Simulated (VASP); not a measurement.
# LiBr (Fm-3m) in VASP: a series of runs

Aim: see how the results for LiBr move with the level of theory and the settings. Levels: PBE, HSE06, PBE-based screened hybrid with 35 % exact exchange, PBE-based screened hybrid with 50 % exact exchange. Tasks: single point.

Everything below comes from runs of VASP 6.6.1. Logs are shortened: lines on timing, memory, paths and dates and some standing lists are left out, and cuts for length are marked.

### 1 The cell of the first run

It takes space group Fm-3m (No. 225, cubic). The conventional cell has a = 5.479 Å, b = 5.479 Å, c = 5.479 Å, α = 90.00°, β = 90.00°, γ = 90.00°. Li (site symmetry m-3m) has 6 Br at 2.74 Å within 3.6 Å. Within 3.6 Å of Br (site symmetry m-3m) lie 6 Li at 2.74 Å.

### 2 Single point, PBE

The input, INCAR:

```
ALGO = Normal
EDIFF = 1E-6
ENCUT = 750
GGA = PE
GGA_COMPAT = False
ISIF = 2
ISMEAR = 0
LASPH = True
LCHARG = False
LREAL = False
LWAVE = False
NBANDS = 12
NELM = 120
PREC = Accurate
SIGMA = 0.01
```

The input, KPOINTS:

```
k-points
0
Gamma
  6 6 6
```

The input, POSCAR:

```
LiBr
1.0
    0.0000000000      2.7395650436      2.7395650436
    2.7395650436      0.0000000000      2.7395650436
    2.7395650436      2.7395650436      0.0000000000
Li Br
1 1
Direct
    0.0000000000      0.0000000000      0.0000000000
    0.5000000000      0.5000000000      0.5000000000
```

Potentials or basis: VASP PAW PBE potentials, release 64 (Li_sv, Br).

The run is started by

```bash
cat potpaw_PBE.64/Li_sv/POTCAR potpaw_PBE.64/Br/POTCAR > POTCAR
mpirun -np 1 vasp_std > vasp.out
```

OUTCAR:

```text
EDIFF = 1E-6
   ENCUT = 750
   GGA = PE
   ISIF = 2
   ISMEAR = 0
   LASPH = True
   LREAL = False
   NELM = 120
   PREC = Accurate

 ion  position               nearest neighbor table
   1  0.000  0.000  0.000-
   2  0.500  0.500  0.500-

  LATTYP: Found a face centered cubic cell.
 ALAT       =     5.4791300872

  Lattice vectors:

 A1 = (   0.0000000000,   2.7395650436,   2.7395650436)
 A2 = (   2.7395650436,   0.0000000000,   2.7395650436)
 A3 = (   2.7395650436,   2.7395650436,   0.0000000000)

Analysis of symmetry for initial positions (statically):
=====================================================================
 Subroutine PRICEL returns:
 Original cell was already a primitive cell.

 Routine SETGRP: Setting up the symmetry group for a
 face centered cubic supercell.

 Subroutine GETGRP returns: Found 48 space group operations
 (whereof 48 operations were pure point group operations)
 out of a pool of 48 trial point group operations.

The static configuration has the point symmetry O_h .

Analysis of symmetry for dynamics (positions and initial velocities):
=====================================================================
 Subroutine PRICEL returns:
 Original cell was already a primitive cell.

 Routine SETGRP: Setting up the symmetry group for a
 face centered cubic supercell.

 Subroutine GETGRP returns: Found 48 space group operations
 (whereof 48 operations were pure point group operations)
 out of a pool of 48 trial point group operations.

The dynamic configuration has the point symmetry O_h .

 Subroutine INISYM returns: Found 48 space group operations
 (whereof 48 operations are pure point group operations),
 and found     1 'primitive' translations

----------------------------------------------------------------------------------------

                                     Primitive cell

  volume of cell :      41.1221

  direct lattice vectors                    reciprocal lattice vectors
     0.000000000  2.739565044  2.739565044    -0.182510724  0.182510724  0.182510724
     2.739565044  0.000000000  2.739565044     0.182510724 -0.182510724  0.182510724
     2.739565044  2.739565044  0.000000000     0.182510724  0.182510724 -0.182510724

  length of vectors
     3.874330040  3.874330040  3.874330040     0.316117847  0.316117847  0.316117847

  position of ions in fractional coordinates (direct lattice)
     0.000000000  0.000000000  0.000000000
     0.500000000  0.500000000  0.500000000

  ion indices of the primitive-cell ions
   primitive index   ion index
                 1           1
                 2           2

----------------------------------------------------------------------------------------

 KPOINTS: k-points

Automatic generation of k-mesh.
 Grid dimensions read from file:
 generate k-points for:    6    6    6

 Generating k-lattice:

  Cartesian coordinates                     Fractional coordinates (reciprocal lattice)
    -0.030418454  0.030418454  0.030418454     0.166666667  0.000000000  0.000000000
     0.030418454 -0.030418454  0.030418454     0.000000000  0.166666667  0.000000000
     0.030418454  0.030418454 -0.030418454     0.000000000  0.000000000  0.166666667

  Length of vectors
     0.052686308  0.052686308  0.052686308

  Shift w.r.t. Gamma in fractional coordinates (k-lattice)
     0.000000000  0.000000000  0.000000000

 Subroutine IBZKPT returns following result:
 ===========================================

 Found     16 irreducible k-points:

 Following reciprocal coordinates:
            Coordinates               Weight
  0.000000  0.000000  0.000000      1.000000
  0.166667  0.000000  0.000000      8.000000
  0.333333  0.000000  0.000000      8.000000
  0.500000  0.000000  0.000000      4.000000
  0.166667  0.166667  0.000000      6.000000
  0.333333  0.166667  0.000000     24.000000
[... 8 lines left out ...]
 -0.333333  0.333333  0.166667     24.000000
 -0.333333  0.500000  0.166667     12.000000
   k-points           NKPTS =     16   k-points in BZ     NKDIM =     16   number of bands    NBANDS=     12
   number of dos      NEDOS =    301   number of ions     NIONS =      2
   total plane-waves  NPLWV =  46656
   dimension x,y,z NGX =    36 NGY =   36 NGZ =   36
   dimension x,y,z NGXF=    72 NGYF=   72 NGZF=   72
   ions per type =               1   1
   NGX,Y,Z   is equivalent  to a cutoff of  15.45, 15.45, 15.45 a.u.
   NGXF,Y,Z  is equivalent  to a cutoff of  30.89, 30.89, 30.89 a.u.
 SYSTEM =  unknown system
   PREC   = accura    normal or accurate (medium, high low for compatibility)
   ISTART =      0    job   : 0-new  1-cont  2-samecut
   ICHARG =      2    charge: 1-file 2-atom 10-const
   ISPIN  =      1    spin polarized calculation?
   LNONCOLLINEAR =      F non collinear calculations
   LSORBIT =      F    spin-orbit coupling
   LASPH  =      T    aspherical Exc in radial PAW
   ENCUT  =  750.0 eV  55.12 Ry    7.42 a.u.   8.65  8.65  8.65*2*pi/ulx,y,z
   NELM   =    120;   NELMIN=  2; NELMDL= -5     # of ELM steps
   EDIFF  = 0.1E-05   stopping-criterion for ELM
   LREAL  =      F    real-space projection
   EDIFFG = 0.1E-04   stopping-criterion for IOM
   NSW    =      0    number of steps for IOM
   IBRION =     -1    ionic relax: 0-MD 1-quasi-New 2-CG
   NFREE  =      0    steps in history (QN), initial steepest desc. (CG)
   ISIF   =      2    stress and relaxation
   ISYM   =      2    0-nonsym 1-usesym 2-fastsym
   POTIM  = 0.5000    time-step for ionic-motion
   TEBEG  =    0.0;   TEEND  =   0.0 temperature during run
   PSTRESS=    0.0 pullay stress
   NELECT =      10.0000    total number of electrons
   NUPDOWN=      -1.0000    fix difference up-down
   EMIN   =  10.00;   EMAX   =-10.00  energy-range for DOS
   EFERMI =   0.00;   METHOD = LEGACY
   ISMEAR =     0;   SIGMA  =   0.01  broadening in eV -4-tet -1-fermi 0-gaus
   EFERMI_NEDOS =   21; number of points for ismear=-14 and -15
   IALGO  =     38    algorithm
   IMIX   =      4    mixing-type and parameters
     AMIX     =   0.40;   BMIX     =  1.00
     AMIX_MAG =   1.60;   BMIX_MAG =  1.00
  volume/ion in A,a.u.               =      20.56       138.75
  Fermi-wavevector in a.u.,A,eV,Ry     =   1.021841  1.930999 14.206639  1.044159
  Thomas-Fermi vector in A             =   2.155487
   LORBIT       =      0    0 simple, 1 ext, 2 COOP (PROOUT), +10 PAW based schemes
   GGA     = PE    functional components
   LHFCALC =     F    Hartree Fock is set to
   AEXX    =    0.0000 exact exchange contribution
   IVDW    =     0    specifies the selected vdW correction
   LEPSILON=     F    determine dielectric tensor
   LRPA    =     F    only Hartree local field effects (RPA)
 non-spin polarized calculation
 Gauss-broadening in eV      SIGMA  =   0.01
  energy-cutoff  :      750.00
  volume of cell :       41.12
 maximum number of plane-waves:      1936
 NGX is ok and might be reduce to    36
   NGX = 17   NGY = 17   NGZ = 17

 number of electron      10.0000001 magnetization

 Free energy of the ion-electron system (eV)
  ---------------------------------------------------
  ext. energy  EPLUGINS =         0.00000000
  ---------------------------------------------------
  free energy    TOTEN  =        -6.64022561 eV

  energy without entropy =       -6.64022561  energy(sigma->0) =       -6.64022561

 E-fermi :   0.4878     XC(G=0):  -8.4758

 val. band max:        0.3962386814   @ k =   0.0000   0.0000   0.0000
 cond. band min:       5.3907367020   @ k =   0.0000   0.0000   0.0000
 fundamental gap:      4.9944980206
 Fermi energy:         0.4877834828

 k-point     1 :       0.0000    0.0000    0.0000
  band No.  band energies     occupation
      1     -43.9835      2.00000
      2     -13.0770      2.00000
      3       0.3962      2.00000
      4       0.3962      2.00000
      5       0.3962      2.00000
      6       5.3907      0.00000
      7      10.9061      0.00000
      8      10.9061      0.00000
      9      10.9061      0.00000
     10      12.6906      0.00000
     11      12.6906      0.00000
     12      12.6906      0.00000

 k-point     2 :       0.1667    0.0000    0.0000
  band No.  band energies     occupation
      1     -43.9832      2.00000
      2     -12.9647      2.00000
      3      -0.5572      2.00000
      4       0.3235      2.00000
      5       0.3235      2.00000
      6       6.1681      0.00000
      7       9.9888      0.00000
      8      10.3754      0.00000
      9      10.3754      0.00000
     10      11.9960      0.00000
     11      11.9960      0.00000
     12      13.1823      0.00000

 k-point     3 :       0.3333    0.0000    0.0000
  band No.  band energies     occupation
      1     -43.9827      2.00000
      2     -12.7226      2.00000
      3      -1.9503      2.00000
      4       0.1903      2.00000
      5       0.1903      2.00000
      6       6.2810      0.00000
      7       9.0016      0.00000
      8       9.0016      0.00000
      9      10.9991      0.00000
     10      13.7303      0.00000
     11      13.8892      0.00000
     12      13.8892      0.00000

 k-point     4 :       0.5000    0.0000    0.0000
  band No.  band energies     occupation
      1     -43.9824      2.00000
      2     -12.5911      2.00000
      3      -2.5316      2.00000
      4       0.1292      2.00000
      5       0.1292      2.00000
      6       6.0273      0.00000
      7       8.5046      0.00000
      8       8.5046      0.00000
      9      12.2707      0.00000
     10      14.4854      0.00000
     11      16.1980      0.00000
     12      16.1980      0.00000

 k-point     5 :       0.1667    0.1667    0.0000
  band No.  band energies     occupation
      1     -43.9831      2.00000
      2     -12.9256      2.00000
      3      -0.4851      2.00000
      4       0.0668      2.00000
      5       0.0668      2.00000
      6       6.7242      0.00000
      7       9.4621      0.00000
      8       9.4990      0.00000
      9      11.0889      0.00000
     10      11.0889      0.00000
     11      14.0707      0.00000
     12      14.2464      0.00000
[... 108 lines left out ...]
      1     -43.9820      2.00000
      2     -12.3939      2.00000
      3      -2.5370      2.00000
      4      -0.7634      2.00000
      5      -0.7634      2.00000
      6       6.6604      0.00000
      7       7.4907      0.00000
      8      12.1201      0.00000
      9      12.9123      0.00000
     10      12.9123      0.00000
     11      16.1862      0.00000
     12      17.9398      0.00000

 k-point    14 :       0.5000    0.3333    0.1667
  band No.  band energies     occupation
      1     -43.9823      2.00000
      2     -12.5429      2.00000
      3      -1.9385      2.00000
      4      -1.0275      2.00000
      5      -0.2749      2.00000
      6       7.9832      0.00000
      7       8.4950      0.00000
      8       8.9900      0.00000
      9      10.9462      0.00000
     10      12.8008      0.00000
     11      16.3024      0.00000
     12      16.6185      0.00000

 k-point    15 :      -0.3333    0.3333    0.1667
  band No.  band energies     occupation
      1     -43.9821      2.00000
      2     -12.4487      2.00000
      3      -2.0567      2.00000
      4      -1.4012      2.00000
      5      -0.4521      2.00000
      6       8.0923      0.00000
      7       8.3088      0.00000
      8      10.1278      0.00000
      9      10.5433      0.00000
     10      13.6666      0.00000
     11      14.4476      0.00000
     12      17.4192      0.00000

 k-point    16 :      -0.3333    0.5000    0.1667
  band No.  band energies     occupation
      1     -43.9820      2.00000
      2     -12.3976      2.00000
      3      -2.1839      2.00000
      4      -1.3227      2.00000
      5      -0.7640      2.00000
      6       7.5738      0.00000
      7       8.7175      0.00000
      8      10.2229      0.00000
      9      11.0047      0.00000
     10      13.5761      0.00000
     11      15.7300      0.00000
     12      17.7387      0.00000

------------------------ aborting loop because EDIFF is reached ----------------------------------------

  FORCE on cell =-STRESS in cart. coord.  units (eV):
  Direction    XX          YY          ZZ          XY          YZ          ZX
  --------------------------------------------------------------------------------------
  -------------------------------------------------------------------------------------
  Total        0.1073764      0.1073764      0.1073764      0.0000000     -0.0000000      0.0000000
  in kB        4.1835482      4.1835482      4.1835482      0.0000000     -0.0000000      0.0000000
  external PRESSURE =       4.1835482 kB  Pullay stress =       0.0000000 kB

 VOLUME and BASIS-vectors are now :
 -----------------------------------------------------------------------------
  energy-cutoff  :      750.00
  volume of cell :       41.12
      direct lattice vectors                 reciprocal lattice vectors
     0.000000000  2.739565044  2.739565044    -0.182510724  0.182510724  0.182510724
     2.739565044  0.000000000  2.739565044     0.182510724 -0.182510724  0.182510724
     2.739565044  2.739565044  0.000000000     0.182510724  0.182510724 -0.182510724

 POSITION                                       TOTAL-FORCE (eV/Angst)
 -----------------------------------------------------------------------------------
      0.00000      0.00000      0.00000         0.000000      0.000000      0.000000
      2.73957      2.73957      2.73957        -0.000000     -0.000000     -0.000000
 -----------------------------------------------------------------------------------
    total drift:                                0.000000      0.000000      0.000000

  FREE ENERGIE OF THE ION-ELECTRON SYSTEM (eV)
  ---------------------------------------------------
  free  energy   TOTEN  =        -6.6402256074 eV

  energy  without entropy=       -6.6402256074  energy(sigma->0) =       -6.64022561
```

Wall time 13 s (1 thread of Intel Xeon Platinum 8488C (Sapphire Rapids), shared host); peak memory 0.2 GiB.

What came out:

```yaml
Free_energy: -6.6402 eV
Pressure: 0.4 GPa
Band_gap_on_the_k_mesh: 4.99 eV
```

(Continued in part 2 of 2.)
